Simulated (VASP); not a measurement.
A run of VASP 6.6.1:

The input INCAR:

```
  PREC = Accurate
  ENCUT = 520
  EDIFF = 1E-6
  ISMEAR = 0
  SIGMA = 0.01
  LREAL = F
  LASPH = T
  NELM = 100
  ALGO = Normal
  ISIF = 2
  LWAVE = F
  LCHARG = F
  GGA = CA
  NBANDS = 26
```

File KPOINTS:

```
Automatic mesh
0
Gamma
  8 8 4
```

POSCAR

```
GaN
1.0
    3.2148508677      0.0000000000      0.0000000000
   -1.6074254338      2.7841425208      0.0000000000
    0.0000000000      0.0000000000      5.0877233315
Ga N
2 2
Direct
    0.3333333333      0.6666666667     -0.0031661581
    0.6666666667      0.3333333333      0.4968338419
    0.3333333333      0.6666666667      0.3781661581
    0.6666666667      0.3333333333      0.8781661581
```

Potentials or basis: VASP PAW LDA potentials, release 64 (Ga_d, N).

Command:

```sh
$ cat potpaw_LDA.64/Ga_d/POTCAR potpaw_LDA.64/N/POTCAR > POTCAR
$ mpirun -np 1 vasp_std > vasp.out
```

Hardware: 1 thread of Intel(R) Xeon(R) 6975P-C (Granite Rapids), with other jobs on the host.

Q: How long does it take, and how much memory?

A: Run time: 15 s on 1 thread of Intel(R) Xeon(R) 6975P-C (Granite Rapids) (shared host), peak memory 0.15 GiB. Counts: scf iterations 21, k points 30.
